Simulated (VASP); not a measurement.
The system is CoO.

```xyz
2
Lattice="0.0000 2.1315 2.1315 2.1315 0.0000 2.1315 2.1315 2.1315 0.0000" Properties=species:S:1:pos:R:3 pbc="T T T"
Co    0.0000    0.0000    0.0000
O     2.1315    2.1315    2.1315
```

Base run:

| Quantity | Value |
| --- | --- |
| Program | VASP 6.6.1 |
| Functional | PBE |
| Potentials or basis | VASP PAW PBE potentials, release 64 (Co, O) |
| Cutoff | 520 eV |
| k mesh | 9 × 9 × 9 |
| Occupations | fermi-dirac, width 0.02 eV |
| Spin | collinear spin, ferromagnetic start |
| Starting moments | [3.39, 0.0] μB |
| Fixed moment | 3.39 μB |
| Hubbard terms | Co d U = 4.8 eV |

Its results: pressure 6.4 GPa; site moments Co +2.95; O +0.37 μB.

**Question.** The run is repeated on the same cell with these changes: fixed moment from 3.39 μB to 1.13 μB; moments at the start from [3.39, 0.0] to [1.13, 0.0]. What comes out?

**Answer.** Pressure -11.2 GPa; site moments Co +1.38; O -0.23 μB.

Caveats: the total moment is fixed, so each spin has its own Fermi level; a cell with one magnetic atom can't hold antiferromagnetic order, which such compounds often take; the cell stands under pressure (at least some runs); the cell stands under tension (at least some runs).
